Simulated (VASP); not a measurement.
A run of VASP 6.6.1:

Contents of POSCAR:

```
Ba
1.0
    3.0893673745     -0.0000000171     -0.0000000296
   -1.0297891087      2.9126834992     -0.0000000296
   -1.0297891087     -1.4563417068      2.5224579282
Ba
1
Direct
    0.0000000000      0.0000000000      0.0000000000
```

File INCAR.step1:

```
  ALGO = Normal
  EDIFF = 1E-4
  ENCUT = 520
  GGA = PE
  ISMEAR = -1
  LASPH = T
  LCHARG = F
  LREAL = F
  LWAVE = T
  NBANDS = 11
  NELM = 80
  PREC = Accurate
  SIGMA = 0.15
```

INCAR.step2

```
  ALGO = Normal
  EDIFF = 1E-6
  ENCUT = 520
  ISIF = 2
  ISMEAR = -1
  ISTART = 1
  LASPH = T
  LCHARG = T
  LELF = T
  LMIXTAU = T
  LREAL = F
  LVHAR = T
  LWAVE = F
  METAGGA = R2SCAN
  NBANDS = 11
  NELM = 80
  PREC = Accurate
  SIGMA = 0.15
```

KPOINTS

```
k-points
0
Gamma
  7 7 7
```

Potentials or basis: VASP PAW PBE potentials, release 64 (Ba_sv).

The run is started by

```console
$ cat potpaw_PBE.64/Ba_sv/POTCAR > POTCAR
$ cp INCAR.step1 INCAR
$ mpirun -np 1 vasp_std > vasp.out
$ cp INCAR.step2 INCAR
$ mpirun -np 1 vasp_std > vasp.out
```

Hardware: 1 thread of AMD EPYC 9R45 96-Core Processor (Zen 5), with other jobs on the host.

Estimate the wall time of this run.

Run time: 15 s on 1 thread of AMD EPYC 9R45 96-Core Processor (Zen 5), on a shared host, peak memory 0.11 GiB. Counts: k points 20.
